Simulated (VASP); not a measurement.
# Cl (Cmce) in VASP: further runs

Cl is run at these levels: LDA, PBEsol, RPBE+D3(BJ); tasks: single point.

Everything below comes from runs of VASP 6.6.1. Logs are shortened: lines on timing, memory, paths and dates and some standing lists are left out, and cuts for length are marked.

**1. The cell of the first run**

It takes space group Cmce (No. 64, orthorhombic). Conventional cell: a = 6.373 Å, b = 4.559 Å, c = 8.318 Å, α = 90.00°, β = 90.00°, γ = 90.00°. Within 2.7 Å of Cl (site symmetry m) lie 1 Cl at 2.04 Å.

**2. Single point, LDA (volume scaled by 1.04)**

The input, INCAR:

```
SYSTEM = Cl
PREC     = Accurate       ! precision mode
ENCUT    = 520            ! plane-wave cutoff, eV
EDIFF    = 1E-6           ! SCF threshold, eV
ISMEAR   = -1             ! smearing method
SIGMA    = 0.05           ! smearing width, eV
LREAL    = .FALSE.        ! projectors in reciprocal space
LASPH    = .TRUE.         ! aspherical terms in the spheres
NELM     = 80             ! most SCF steps
ALGO     = Normal         ! electronic algorithm
ISIF     = 2              ! what is computed and relaxed
LWAVE    = .FALSE.        ! write WAVECAR
LCHARG   = .FALSE.        ! write CHGCAR
NBANDS   = 22             ! bands
```

The input, KPOINTS:

```
regular mesh
0
G
  7 7 4
  0 0 0
```

The input, POSCAR:

```
Cl
1.0
    3.1863863250     -2.2796086586      0.0000000000
    3.1863863250      2.2796086586      0.0000000000
    0.0000000000      0.0000000000      8.3180387054
Cl
4
Direct
    0.3700000000      0.6300000000      0.4000000000
    0.1300000000      0.8700000000      0.9000000000
    0.6300000000      0.3700000000      0.6000000000
    0.8700000000      0.1300000000      0.1000000000
```

Potentials or basis: VASP PAW LDA potentials, release 64 (Cl).

Command:

```
> cat potpaw_LDA.64/Cl/POTCAR > POTCAR
> mpirun -np 1 vasp_std > vasp.out
```

OUTCAR:

```text
SYSTEM = Cl
   PREC = Accurate
   ENCUT = 520
   EDIFF = 1E-6
   ISMEAR = -1
   LREAL = .FALSE.
   LASPH = .TRUE.
   NELM = 80
   ISIF = 2

 ion  position               nearest neighbor table
   1  0.370  0.630  0.400-   3 2.04
   2  0.130  0.870  0.900-   4 2.04
   3  0.630  0.370  0.600-   1 2.04
   4  0.870  0.130  0.100-   2 2.04

  LATTYP: Found a base centered orthorhombic cell.
 ALAT       =     4.5592173172
 B/A-ratio  =     1.3977777778
 C/A-ratio  =     1.8244444444

  Lattice vectors:

 A1 = (  -3.1863863250,  -2.2796086586,   0.0000000000)
 A2 = (   3.1863863250,  -2.2796086586,   0.0000000000)
 A3 = (   0.0000000000,   0.0000000000,   8.3180387054)

Analysis of symmetry for initial positions (statically):
=====================================================================
 Subroutine PRICEL returns:
 Original cell was already a primitive cell.

 Routine SETGRP: Setting up the symmetry group for a
 base centered orthorhombic supercell.

 Subroutine GETGRP returns: Found  8 space group operations
 (whereof  4 operations were pure point group operations)
 out of a pool of  8 trial point group operations.

The static configuration has the point symmetry C_2h.
 The point group associated with its full space group is D_2h.

Analysis of symmetry for dynamics (positions and initial velocities):
=====================================================================
 Subroutine PRICEL returns:
 Original cell was already a primitive cell.

 Routine SETGRP: Setting up the symmetry group for a
 base centered orthorhombic supercell.

 Subroutine GETGRP returns: Found  8 space group operations
 (whereof  4 operations were pure point group operations)
 out of a pool of  8 trial point group operations.

The dynamic configuration has the point symmetry C_2h.
 The point group associated with its full space group is D_2h.

 Subroutine INISYM returns: Found  8 space group operations
 (whereof  4 operations are pure point group operations),
 and found     1 'primitive' translations

----------------------------------------------------------------------------------------

                                     Primitive cell

  volume of cell :     120.8397

  direct lattice vectors                    reciprocal lattice vectors
     3.186386325 -2.279608659  0.000000000     0.156917570 -0.219335893  0.000000000
     3.186386325  2.279608659  0.000000000     0.156917570  0.219335893  0.000000000
     0.000000000  0.000000000  8.318038705     0.000000000  0.000000000  0.120220648

  length of vectors
     3.917865930  3.917865930  8.318038705     0.269687519  0.269687519  0.120220648

  position of ions in fractional coordinates (direct lattice)
     0.370000000  0.630000000  0.400000000
     0.130000000  0.870000000  0.900000000
     0.630000000  0.370000000  0.600000000
     0.870000000  0.130000000  0.100000000

  ion indices of the primitive-cell ions
   primitive index   ion index
                 1           1
                 2           2
                 3           3
                 4           4

----------------------------------------------------------------------------------------

 KPOINTS: regular mesh

Automatic generation of k-mesh.
 Grid dimensions read from file:
 generate k-points for:    7    7    4

 Generating k-lattice:

  Cartesian coordinates                     Fractional coordinates (reciprocal lattice)
     0.022416796 -0.031333699  0.000000000     0.142857143  0.000000000  0.000000000
     0.022416796  0.031333699  0.000000000     0.000000000  0.142857143  0.000000000
     0.000000000  0.000000000  0.030055162     0.000000000  0.000000000  0.250000000

  Length of vectors
     0.038526788  0.038526788  0.030055162

  Shift w.r.t. Gamma in fractional coordinates (k-lattice)
     0.000000000  0.000000000  0.000000000

 Subroutine IBZKPT returns following result:
 ===========================================

 Found     48 irreducible k-points:

 Following reciprocal coordinates:
            Coordinates               Weight
  0.000000  0.000000  0.000000      1.000000
  0.142857  0.000000  0.000000      4.000000
  0.285714 -0.000000  0.000000      4.000000
  0.428571 -0.000000  0.000000      4.000000
  0.142857  0.142857  0.000000      2.000000
  0.285714  0.142857  0.000000      4.000000
[... 16 lines left out ...]
  0.428571  0.142857  0.250000      8.000000
 -0.428571  0.142857  0.250000      8.000000
 [... further k-points ...]
   k-points           NKPTS =     48   k-points in BZ     NKDIM =     48   number of bands    NBANDS=     22
   number of dos      NEDOS =    301   number of ions     NIONS =      4
   total plane-waves  NPLWV =  57600
   dimension x,y,z NGX =    30 NGY =   30 NGZ =   64
   dimension x,y,z NGXF=    60 NGYF=   60 NGZF=  128
   ions per type =               4
   NGX,Y,Z   is equivalent  to a cutoff of  12.73, 12.73, 12.79 a.u.
   NGXF,Y,Z  is equivalent  to a cutoff of  25.46, 25.46, 25.58 a.u.
 SYSTEM =  Cl
   PREC   = accura    normal or accurate (medium, high low for compatibility)
   ISTART =      0    job   : 0-new  1-cont  2-samecut
   ICHARG =      2    charge: 1-file 2-atom 10-const
   ISPIN  =      1    spin polarized calculation?
   LNONCOLLINEAR =      F non collinear calculations
   LSORBIT =      F    spin-orbit coupling
   LASPH  =      T    aspherical Exc in radial PAW
   ENCUT  =  520.0 eV  38.22 Ry    6.18 a.u.   7.28  7.28 15.47*2*pi/ulx,y,z
   NELM   =     80;   NELMIN=  2; NELMDL= -5     # of ELM steps
   EDIFF  = 0.1E-05   stopping-criterion for ELM
   LREAL  =      F    real-space projection
[... 7 lines left out ...]
   TEBEG  =    0.0;   TEEND  =   0.0 temperature during run
   PSTRESS=    0.0 pullay stress
   NELECT =      28.0000    total number of electrons
   NUPDOWN=      -1.0000    fix difference up-down
   EMIN   =  10.00;   EMAX   =-10.00  energy-range for DOS
   EFERMI =   0.00;   METHOD = LEGACY
   ISMEAR =    -1;   SIGMA  =   0.05  broadening in eV -4-tet -1-fermi 0-gaus
   EFERMI_NEDOS =   21; number of points for ismear=-14 and -15
   IALGO  =     38    algorithm
   IMIX   =      4    mixing-type and parameters
     AMIX     =   0.40;   BMIX     =  1.00
     AMIX_MAG =   1.60;   BMIX_MAG =  1.00
  volume/ion in A,a.u.               =      30.21       203.87
  Fermi-wavevector in a.u.,A,eV,Ry     =   1.005521  1.900158 13.756464  1.011072
  Thomas-Fermi vector in A             =   2.138205
   LORBIT       =      0    0 simple, 1 ext, 2 COOP (PROOUT), +10 PAW based schemes
   GGA     = CA    functional components
   LHFCALC =     F    Hartree Fock is set to
   AEXX    =    0.0000 exact exchange contribution
   IVDW    =     0    specifies the selected vdW correction
   LEPSILON=     F    determine dielectric tensor
   LRPA    =     F    only Hartree local field effects (RPA)
 non-spin polarized calculation
  energy-cutoff  :      520.00
  volume of cell :      120.84
 maximum number of plane-waves:      3278
 NGX is ok and might be reduce to    30
   NGX = 15   NGY = 15   NGZ = 31

 number of electron      27.9999999 magnetization

 Free energy of the ion-electron system (eV)
  ---------------------------------------------------
  ext. energy  EPLUGINS =         0.00000000
  ---------------------------------------------------
  free energy    TOTEN  =        -8.71600822 eV

  energy without entropy =       -8.71600822  energy(sigma->0) =       -8.71600822

 E-fermi :   0.0016     XC(G=0):  -8.1307

 val. band max:       -1.1086044975   @ k =  -0.4286   0.4286   0.0000
 cond. band min:       1.1173728159   @ k =   0.1429   0.0000   0.0000
 fundamental gap:      2.2259773134
 Fermi energy:         0.0015863966

 k-point     1 :       0.0000    0.0000    0.0000
  band No.  band energies     occupation
      1     -17.3945      2.00000
      2     -17.2007      2.00000
      3     -13.5873      2.00000
      4     -13.0878      2.00000
      5      -6.2894      2.00000
      6      -5.5256      2.00000
[... 14 lines left out ...]
     21       8.8618      0.00000
     22       9.1653      0.00000

 k-point     2 :       0.1429    0.0000    0.0000
  band No.  band energies     occupation
      1     -17.3605      2.00000
      2     -17.1844      2.00000
      3     -13.5656      2.00000
      4     -13.1184      2.00000
      5      -6.2850      2.00000
      6      -5.5678      2.00000
[... 14 lines left out ...]
     21       8.7611      0.00000
     22       9.1693      0.00000

 k-point     3 :       0.2857   -0.0000    0.0000
  band No.  band energies     occupation
      1     -17.2769      2.00000
      2     -17.1525      2.00000
      3     -13.5062      2.00000
      4     -13.2016      2.00000
      5      -6.2538      2.00000
      6      -5.7053      2.00000
[... 14 lines left out ...]
     21       8.9496      0.00000
     22       9.5075      0.00000

 k-point     4 :       0.4286   -0.0000    0.0000
  band No.  band energies     occupation
      1     -17.1895      2.00000
      2     -17.1444      2.00000
      3     -13.4188      2.00000
      4     -13.3117      2.00000
      5      -6.1443      2.00000
      6      -5.9321      2.00000
[... 14 lines left out ...]
     21       9.2338      0.00000
     22       9.7694      0.00000

 k-point     5 :       0.1429    0.1429    0.0000
  band No.  band energies     occupation
      1     -17.3547      2.00000
      2     -17.1709      2.00000
      3     -13.5585      2.00000
      4     -13.0926      2.00000
      5      -6.2656      2.00000
      6      -5.5626      2.00000
[... 14 lines left out ...]
     21       9.3088      0.00000
     22       9.3321      0.00000

 k-point     6 :       0.2857    0.1429    0.0000
  band No.  band energies     occupation
      1     -17.2935      2.00000
      2     -17.1364      2.00000
      3     -13.5165      2.00000
      4     -13.1302      2.00000
      5      -6.2392      2.00000
      6      -5.6354      2.00000
[... 14 lines left out ...]
     21       8.8448      0.00000
     22       9.2290      0.00000

 k-point     7 :       0.4286    0.1429    0.0000
  band No.  band energies     occupation
      1     -17.2129      2.00000
      2     -17.1147      2.00000
      3     -13.4536      2.00000
      4     -13.2242      2.00000
      5      -6.1805      2.00000
      6      -5.8001      2.00000
[... 324 lines left out ...]
      6      -5.9199      2.00000
[... 14 lines left out ...]
     21       8.8560      0.00000
     22       9.6309      0.00000

 k-point    21 :       0.1429    0.1429    0.2500
  band No.  band energies     occupation
      1     -17.3296      2.00000
      2     -17.1999      2.00000
      3     -13.4905      2.00000
      4     -13.1614      2.00000
      5      -6.1793      2.00000
      6      -5.6913      2.00000
[... 14 lines left out ...]
     21       9.2149      0.00000
     22       9.3664      0.00000

 k-point    22 :       0.2857    0.1429    0.2500
  band No.  band energies     occupation
      1     -17.2719      2.00000
      2     -17.1609      2.00000
      3     -13.4600      2.00000
      4     -13.1870      2.00000
      5      -6.1633      2.00000
      6      -5.7400      2.00000
[... 14 lines left out ...]
     21       8.9546      0.00000
     22       9.3848      0.00000

 k-point    23 :       0.4286    0.1429    0.2500
  band No.  band energies     occupation
      1     -17.1990      2.00000
      2     -17.1296      2.00000
      3     -13.4202      2.00000
      4     -13.2581      2.00000
      5      -6.1167      2.00000
      6      -5.8368      2.00000
[... 14 lines left out ...]
     21       8.9452      0.00000
     22       9.1878      0.00000

 k-point    24 :      -0.4286    0.1429    0.2500
  band No.  band energies     occupation
      1     -17.1549      2.00000
      2     -17.1427      2.00000
      3     -13.3715      2.00000
      4     -13.3480      2.00000
      5      -6.0060      2.00000
      6      -5.9826      2.00000
[... 14 lines left out ...]
     21       9.0081      0.00000
     22       9.3759      0.00000

 [... further k-points ...]

------------------------ aborting loop because EDIFF is reached ----------------------------------------

  FORCE on cell =-STRESS in cart. coord.  units (eV):
  Direction    XX          YY          ZZ          XY          YZ          ZX
  --------------------------------------------------------------------------------------
  -------------------------------------------------------------------------------------
  Total       -0.9684165     -2.8599588     -4.0240655      0.0000000     -0.0000000      0.0000000
  in kB      -12.8399428    -37.9193334    -53.3538747      0.0000000     -0.0000000      0.0000000
  external PRESSURE =     -34.7043836 kB  Pullay stress =       0.0000000 kB

 VOLUME and BASIS-vectors are now :
 -----------------------------------------------------------------------------
  energy-cutoff  :      520.00
  volume of cell :      120.84
      direct lattice vectors                 reciprocal lattice vectors
     3.186386325 -2.279608659  0.000000000     0.156917570 -0.219335893  0.000000000
     3.186386325  2.279608659  0.000000000     0.156917570  0.219335893  0.000000000
     0.000000000  0.000000000  8.318038705     0.000000000  0.000000000  0.120220648

 POSITION                                       TOTAL-FORCE (eV/Angst)
 -----------------------------------------------------------------------------------
      3.18639      0.59270      3.32722         0.000000     -0.498681      0.520034
      3.18639      1.68691      7.48623         0.000000      0.498681      0.520034
      3.18639     -0.59270      4.99082         0.000000      0.498681     -0.520034
      3.18639     -1.68691      0.83180         0.000000     -0.498681     -0.520034
 -----------------------------------------------------------------------------------
    total drift:                                0.000000      0.000000      0.000000

  FREE ENERGIE OF THE ION-ELECTRON SYSTEM (eV)
  ---------------------------------------------------
  free  energy   TOTEN  =        -8.7160082223 eV

  energy  without entropy=       -8.7160082221  energy(sigma->0) =       -8.71600822
```

Run time: 49 s. Hardware: 1 thread of Intel Xeon 6975P-C (Granite Rapids), shared host; peak memory 0.23 GiB.

Results:

```
Free energy            : -8.7160 eV
Pressure               : -3.5 GPa
Largest force          : 0.720 eV/Å
Band gap on the k mesh : 2.23 eV, indirect (least direct gap 2.28 eV)
```

Forces in eV/Å, atoms in the order of the input:
```
Cl   0.000 -0.499  0.520
Cl   0.000  0.499  0.520
Cl   0.000  0.499 -0.520
Cl   0.000 -0.499 -0.520
```

Caveat: the cell differs from its parent crystal (volume scaled by 1.04). A k mesh can miss the band edges.

**3. Single point, LDA (volume scaled by 1.06)**

The input, INCAR:

```
SYSTEM = Cl
ALGO = Normal
EDIFF = 1E-6
ENCUT = 520
GGA = CA
ISIF = 2
ISMEAR = -1
LASPH = .True.
LCHARG = .True.
LELF = .True.
LREAL = .False.
LVHAR = .True.
LWAVE = .False.
NBANDS = 22
NELM = 100
PREC = Accurate
SIGMA = 0.05
```

The input, KPOINTS:

```
k-points
0
Gamma
  7 7 4
  0 0 0
```

The input, POSCAR:

```
Cl
1.0
    3.2066823265     -2.2941288504      0.0000000000
    3.2066823265      2.2941288504      0.0000000000
    0.0000000000      0.0000000000      8.3710212721
Cl
4
Direct
    0.3700000000      0.6300000000      0.4000000000
    0.1300000000      0.8700000000      0.9000000000
    0.6300000000      0.3700000000      0.6000000000
    0.8700000000      0.1300000000      0.1000000000
```

Potentials or basis: VASP PAW LDA potentials, release 64 (Cl).

Command:

```
> cat potpaw_LDA.64/Cl/POTCAR > POTCAR
> mpirun -np 1 vasp_std > vasp.out
```

Wall time 43 s (1 thread of Intel Xeon 6975P-C (Granite Rapids), shared host); peak memory 0.23 GiB.

It converged, with:

* Free energy: -8.6642 eV
* Pressure: -3.8 GPa
* Largest force: 0.905 eV/Å
* Band gap on the k mesh: 2.16 eV, indirect (least direct gap 2.21 eV)

Forces on the atoms (eV/Å):
```
Cl   0.000 -0.606  0.672
Cl   0.000  0.606  0.672
Cl   0.000  0.606 -0.672
Cl   0.000 -0.606 -0.672
```

Stress tensor (GPa, compression positive):
```
-1.28  0.00  0.00
 0.00 -4.10  0.00
 0.00  0.00 -5.97
```

Levels at points of the mesh, in eV from the valence-band top:
| k point | band 12 | band 13 | band 14 | band 15 | band 16 | band 17 |
| --- | --- | --- | --- | --- | --- | --- |
| (0.00, 0.00, 0.00) | -0.38 | -0.13 | -0.05 | 2.16 | 2.74 | 6.37 |
| (0.00, 0.00, 0.50) | -0.61 | -0.09 | -0.09 | 2.37 | 2.37 | 7.00 |

Caveat: the cell differs from its parent crystal (volume scaled by 1.06). A k mesh can miss the band edges.

**4. Single point, PBEsol**

This run uses another cell than the first one, of 29.05 Å³/atom, 0.962 times its volume.

The input, INCAR:

```
SYSTEM = Cl
ALGO     = Normal         ! electronic algorithm
EDIFF    = 1E-7           ! SCF threshold, eV
ENCUT    = 520            ! plane-wave cutoff, eV
GGA      = PS             ! functional
ISIF     = 2              ! what is computed and relaxed
ISMEAR   = -1             ! smearing method
LASPH    = .TRUE.         ! aspherical terms in the spheres
LCHARG   = .FALSE.        ! write CHGCAR
LREAL    = .FALSE.        ! projectors in reciprocal space
LWAVE    = .FALSE.        ! write WAVECAR
NBANDS   = 22             ! bands
NELM     = 100            ! most SCF steps
PREC     = Accurate       ! precision mode
SIGMA    = 0.03           ! smearing width, eV
```

The input, KPOINTS:

```
k-points
0
G
  4 4 2
  0 0 0
```

The input, POSCAR:

```
Cl
1.0
    3.1450000000     -2.2500000000      0.0000000000
    3.1450000000      2.2500000000      0.0000000000
    0.0000000000      0.0000000000      8.2100000000
Cl
4
Direct
    0.3700000000      0.6300000000      0.4000000000
    0.1300000000      0.8700000000      0.9000000000
    0.6300000000      0.3700000000      0.6000000000
    0.8700000000      0.1300000000      0.1000000000
```

Potentials or basis: VASP PAW PBE potentials, release 64 (Cl).

Command:

```
> cat potpaw_PBE.64/Cl/POTCAR > POTCAR
> mpirun -np 1 vasp_std > vasp.out
```

Wall time 16 s (1 thread of AMD EPYC 9R45 (Zen 5), shared host); peak memory 0.19 GiB.

The run converged. Its results:

```
Free energy            : -7.9671 eV
Pressure               : -1.2 GPa
Largest force          : 0.309 eV/Å
Band gap on the k mesh : 2.48 eV, indirect (least direct gap 2.54 eV)
```

Forces on the atoms (eV/Å):
```
Cl   0.000 -0.248  0.184
Cl   0.000  0.248  0.184
Cl   0.000  0.248 -0.184
Cl   0.000 -0.248 -0.184
```

Stress tensor (GPa, compression positive):
```
 0.13  0.00  0.00
 0.00 -1.41  0.00
 0.00  0.00 -2.21
```

Levels at points of the mesh, in eV from the valence-band top:
```tsv
k point	band 12	band 13	band 14	band 15	band 16	band 17
(0.00, 0.00, 0.00)	-0.41	-0.15	-0.06	2.48	3.06	6.73
(0.50, 0.00, 0.00)	-0.52	-0.15	-0.15	2.88	2.88	8.21
(0.50, 0.50, 0.00)	-0.91	-0.37	0.00	2.56	2.76	8.52
(0.00, 0.00, 0.50)	-0.66	-0.10	-0.10	2.68	2.68	7.32
(0.50, 0.00, 0.50)	-0.44	0.00	0.00	2.77	2.77	8.42
(0.50, 0.50, 0.50)	-0.72	-0.47	-0.47	2.59	2.59	8.86
```

Caveat: the k points lie up to 0.43 Å⁻¹ apart; the PAW data sets were made with another functional, which shifts forces and pressure a little. A k mesh can miss the band edges.

[end of part 1 of 2]
